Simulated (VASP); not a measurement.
Wanted: the native input for a VASP 6.6.1 run.

```yaml
Task: single point
Functional: RPBE
Potentials_or_basis: VASP PAW PBE potentials, release 64 (Ge_d)
Cutoff: 500 eV
k_mesh: 5 × 5 × 5
Occupations: gaussian, width 0.01 eV
Spin: no spin polarisation
Dipole_correction: no
Further_INCAR_settings: ALGO = Normal; EDIFF = 1e-06; NBANDS = 21
```

The structure of Ge lies in POSCAR:

```
Ge
1.0
    0.0000000000      2.8289100000      2.8289100000
    2.8289100000      0.0000000000      2.8289100000
    2.8289100000      2.8289100000      0.0000000000
Ge
2
Direct
    0.0000000000      0.0000000000      0.0000000000
    0.2500000000      0.2500000000      0.2500000000
```

The input as run:

INCAR

```
SYSTEM = Ge
PREC = Accurate ; ENCUT = 500
EDIFF = 1E-6 ; ISMEAR = 0
SIGMA = 0.01 ; LREAL = .False.
LASPH = .True. ; NELM = 120
ALGO = Normal ; ISIF = 2
LWAVE = .False. ; LCHARG = .True.
GGA = RP ; LELF = .True.
LVHAR = .True. ; NBANDS = 21
GGA_COMPAT = .False.
```

KPOINTS

```
regular mesh
0
Gamma
  5 5 5
  0 0 0
```

Potentials or basis: VASP PAW PBE potentials, release 64 (Ge_d).

Run with:

```sh
$ cat potpaw_PBE.64/Ge_d/POTCAR > POTCAR
$ mpirun -np 1 vasp_std > vasp.out
```

It gave:

* Pressure: 5.1 GPa
* Band gap on the k mesh: 0.15 eV, direct

Caveat: the PAW data sets were made with another functional, which shifts forces and pressure a little.

It took 7.9 s on 1 thread of Intel(R) Xeon(R) 6975P-C (Granite Rapids) (shared host), peak memory 0.16 GiB.
